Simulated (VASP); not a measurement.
# RhCl2 (P4_2/mnm) in VASP: notebook, part 2 of 2

VASP 6.6.1. The steps go on from the part before.

## (6) Single point, PBEsol

INCAR reads:

```
PREC = Accurate
ENCUT = 520
EDIFF = 1E-7
ISMEAR = -1
SIGMA = 0.1
LREAL = False
LASPH = True
NELM = 80
ALGO = Normal
ISIF = 2
LWAVE = False
LCHARG = False
GGA = PS
NBANDS = 38
```

KPOINTS reads:

```
Automatic mesh
0
Gamma
  4 4 6
```

POSCAR reads:

```
RhCl2
1.0
    5.6899730000      0.0000000000      0.0000000000
    0.0000000000      5.6899730000      0.0000000000
    0.0000000000      0.0000000000      3.7283670000
Rh Cl
2 4
Direct
    0.0000000000      0.0000000000      0.0000000000
    0.5000000000      0.5000000000      0.5000000000
    0.3026200000      0.3026200000      0.0000000000
    0.6973800000      0.6973800000      0.0000000000
    0.1973800000      0.8026200000      0.5000000000
    0.8026200000      0.1973800000      0.5000000000
```

Potentials or basis: VASP PAW PBE potentials, release 64 (Rh_pv, Cl).

Run with:

```sh
$ cat potpaw_PBE.64/Rh_pv/POTCAR potpaw_PBE.64/Cl/POTCAR > POTCAR
$ mpirun -np 1 vasp_std > vasp.out
```

OUTCAR:

```text
PREC = Accurate
   ENCUT = 520
   EDIFF = 1E-7
   ISMEAR = -1
   LREAL = False
   LASPH = True
   NELM = 80
   ISIF = 2
   GGA = PS

 ion  position               nearest neighbor table
   1  0.000  0.000  0.000-   3 2.44   4 2.44   5 2.45   6 2.45   5 2.45   6 2.45
   2  0.500  0.500  0.500-   5 2.44   6 2.44   3 2.45   4 2.45   3 2.45   4 2.45
   3  0.303  0.303  0.000-   1 2.44   2 2.45   2 2.45
   4  0.697  0.697  0.000-   1 2.44   2 2.45   2 2.45
   5  0.197  0.803  0.500-   2 2.44   1 2.45   1 2.45
   6  0.803  0.197  0.500-   2 2.44   1 2.45   1 2.45

  LATTYP: Found a simple tetragonal cell.
 ALAT       =     5.6899730000
 C/A-ratio  =     0.6552521427

  Lattice vectors:

 A1 = (   5.6899730000,   0.0000000000,   0.0000000000)
 A2 = (   0.0000000000,   5.6899730000,   0.0000000000)
 A3 = (   0.0000000000,   0.0000000000,   3.7283670000)

Analysis of symmetry for initial positions (statically):
=====================================================================
 Subroutine PRICEL returns:
 Original cell was already a primitive cell.

[... 180 lines left out ...]
 cond. band min:       4.8757743998   @ k =   0.0000   0.0000   0.5000
 fundamental gap:      0.0557065310
 Fermi energy:         4.8515598566

 k-point     1 :       0.0000    0.0000    0.0000
  band No.  band energies     occupation
      1     -41.4618      2.00000
      2     -41.4612      2.00000
      3     -41.2651      2.00000
      4     -41.2651      2.00000
      5     -41.2572      2.00000
      6     -41.2572      2.00000
[... 973 lines left out ...]
     37      13.5339      0.00000
     38      13.5339      0.00000

------------------------ aborting loop because EDIFF is reached ----------------------------------------

  FORCE on cell =-STRESS in cart. coord.  units (eV):
  Direction    XX          YY          ZZ          XY          YZ          ZX
  --------------------------------------------------------------------------------------
  -------------------------------------------------------------------------------------
  Total       -3.8335602     -3.8335602     -4.4532388      0.0000000      0.0000000      0.0000000
  in kB      -50.8831283    -50.8831283    -59.1081684      0.0000000      0.0000000      0.0000000
  external PRESSURE =     -53.6248083 kB  Pullay stress =       0.0000000 kB

 VOLUME and BASIS-vectors are now :
 -----------------------------------------------------------------------------
  energy-cutoff  :      520.00
  volume of cell :      120.71
      direct lattice vectors                 reciprocal lattice vectors
     5.689973000  0.000000000  0.000000000     0.175747758  0.000000000  0.000000000
     0.000000000  5.689973000  0.000000000     0.000000000  0.175747758  0.000000000
     0.000000000  0.000000000  3.728367000     0.000000000  0.000000000  0.268213939

 POSITION                                       TOTAL-FORCE (eV/Angst)
 -----------------------------------------------------------------------------------
      0.00000      0.00000      0.00000         0.000000      0.000000      0.000000
      2.84499      2.84499      1.86418         0.000000      0.000000      0.000000
      1.72190      1.72190      0.00000         0.091536      0.091536      0.000000
      3.96807      3.96807      0.00000        -0.091536     -0.091536     -0.000000
      1.12309      4.56689      1.86418        -0.091536      0.091536      0.000000
      4.56689      1.12309      1.86418         0.091536     -0.091536      0.000000
 -----------------------------------------------------------------------------------
    total drift:                                0.000000     -0.000000     -0.000000

  FREE ENERGIE OF THE ION-ELECTRON SYSTEM (eV)
  ---------------------------------------------------
  free  energy   TOTEN  =       -26.5792709127 eV

  energy  without entropy=      -26.4783247506  energy(sigma->0) =      -26.52879783
```

OSZICAR:

```text
N       E                     dE             d eps       ncg     rms          rms(c)
DAV:   1     0.539826751636E+03    0.53983E+03   -0.31881E+04  2016   0.146E+03
DAV:   2     0.551039560549E+01   -0.53432E+03   -0.51889E+03  2154   0.380E+02
DAV:   3    -0.267159395360E+02   -0.32226E+02   -0.31837E+02  2118   0.924E+01
DAV:   4    -0.273406559557E+02   -0.62472E+00   -0.62347E+00  2146   0.138E+01
DAV:   5    -0.273537148572E+02   -0.13059E-01   -0.13057E-01  2164   0.199E+00    0.186E+01
DAV:   6    -0.266939382556E+02    0.65978E+00   -0.35227E+00  2066   0.138E+01    0.105E+01
DAV:   7    -0.266158798832E+02    0.78058E-01   -0.82560E-01  2010   0.775E+00    0.569E+00
DAV:   8    -0.265801555509E+02    0.35724E-01   -0.10866E-01  2094   0.253E+00    0.544E-01
DAV:   9    -0.265793646375E+02    0.79091E-03   -0.10194E-02  2004   0.548E-01    0.208E-01
DAV:  10    -0.265792602876E+02    0.10435E-03   -0.13098E-03  2088   0.183E-01    0.556E-02
DAV:  11    -0.265792646402E+02   -0.43526E-05   -0.76928E-05  2152   0.580E-02    0.264E-02
DAV:  12    -0.265792691206E+02   -0.44804E-05   -0.10106E-05  2042   0.197E-02    0.114E-02
DAV:  13    -0.265792707346E+02   -0.16140E-05   -0.34047E-06  2178   0.914E-03    0.266E-03
DAV:  14    -0.265792709642E+02   -0.22955E-06   -0.49440E-07  1880   0.467E-03    0.118E-03
DAV:  15    -0.265792709127E+02    0.51484E-07   -0.42510E-08  1176   0.163E-03
   1 F= -.26579271E+02 E0= -.26528798E+02  d E =-.100946E+00
```

stdout:

```text
POSCAR found type information on POSCAR RhCl
 POSCAR found :  2 types and       6 ions
 scaLAPACK will be used
 -----------------------------------------------------------------------------
|                                                                             |
|                                                                             |
|     You enforced a specific xc type in the INCAR file but a different       |
|     I HOPE YOU KNOW WHAT YOU ARE DOING!                                     |
|                                                                             |
 -----------------------------------------------------------------------------

 LDA part: xc-table for (Slater+PW92), standard interpolation
 POSCAR, INCAR and KPOINTS ok, starting setup
 FFT: planning ... GRIDC
 FFT: planning ... GRID_SOFT
 FFT: planning ... GRID
 WAVECAR not read
 entering main loop
```

Run time: 45 s. Hardware: 1 thread of Intel Xeon 6975P-C (Granite Rapids), shared host; peak memory 0.25 GiB.

Results:

| Item | Value |
| --- | --- |
| Free energy | -26.5793 eV |
| Pressure | -5.4 GPa |
| Largest force | 0.129 eV/Å |
| Band gap on the k mesh | zero (band 29 reaches 5.59 eV, above the bottom of band 30 at 4.35 eV) |

Forces on the atoms (eV/Å):
```
Rh   0.000  0.000  0.000
Rh   0.000  0.000  0.000
Cl   0.092  0.092  0.000
Cl  -0.092 -0.092  0.000
Cl  -0.092  0.092  0.000
Cl   0.092 -0.092  0.000
```

Caveat: the PAW data sets were made with another functional, which shifts forces and pressure a little.

## (7) Summary

```tsv
level	potentials or basis	gap on the mesh (eV)	pressure (GPa)	largest force (eV/Å)
revPBE	VASP PAW PBE potentials, release 64 (Rh_pv, Cl)	none	1.5	0.05
LDA	VASP PAW LDA potentials, release 64 (Rh_pv, Cl)	none	-8.1	0.15
PBE	VASP PAW PBE potentials, release 64 (Rh_pv, Cl)	none	-0.7	0.06
BLYP	VASP PAW PBE potentials, release 64 (Rh_pv, Cl)	none	4.7	0.04
PBEsol	VASP PAW PBE potentials, release 64 (Rh_pv, Cl)	none	-5.4	0.13
```

Alike in all rows: task single point; no spin polarisation; cell as given; k mesh 4 × 4 × 6; cutoff (eV) 520; smearing fermi-dirac 0.1 eV.

Caveats: the PAW data sets were made with another functional, which shifts forces and pressure a little (some runs).

Total energies depend on the potentials used, so only differences within one code and one set of settings carry meaning.
